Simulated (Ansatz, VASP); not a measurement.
# One calculation of TaSi, two programs

```
Ta Si
1.0
     3.43459    0.00000    0.00000
    -1.71729    2.97444    0.00000
     0.00000    0.00000    6.69632
Ta Si
2 2
Direct
  0.33333 0.66667 0.84634
  0.66667 0.33333 0.15366
  0.33333 0.66667 0.40766
  0.66667 0.33333 0.59234
```

Alike in both runs: functional PBE; k mesh 18 × 18 × 8; occupations gaussian, width 0.1 eV; no spin polarisation.

Ansatz relaxed the structure, and its values are those at the end. VASP's run is a single point on that final structure, the one shown.

```csv
,VASP,Ansatz
version,VASP 6.6.1,Ansatz 0.2.0
potentials or method,"VASP PAW PBE potentials, release 64 (Ta_pv, Si), cutoff 520 eV","scalar-relativistic, plane waves, PAW"
valence electrons in the cell,30,34
```

VASP gave:

```
gap on the k mesh at the Fermi level (eV) : none
pressure (GPa)                            : 0.0
rms of the force components (eV/Å)        : 0.010
```

Task: Estimate Ansatz's values.

Result: gap on the k mesh at the Fermi level (eV): none; pressure (GPa): 0.0; rms of the force components (eV/Å): 0.002.

A gap of «none» marks a metal or a gap that the smearing closes. With one functional, cell and mesh, what is left measures potentials, basis and numerics. VASP's potentials hold 30 valence electrons a cell and Ansatz's 34, so a difference there can come from the potentials and not from the codes.

Spin-orbit coupling is off throughout.
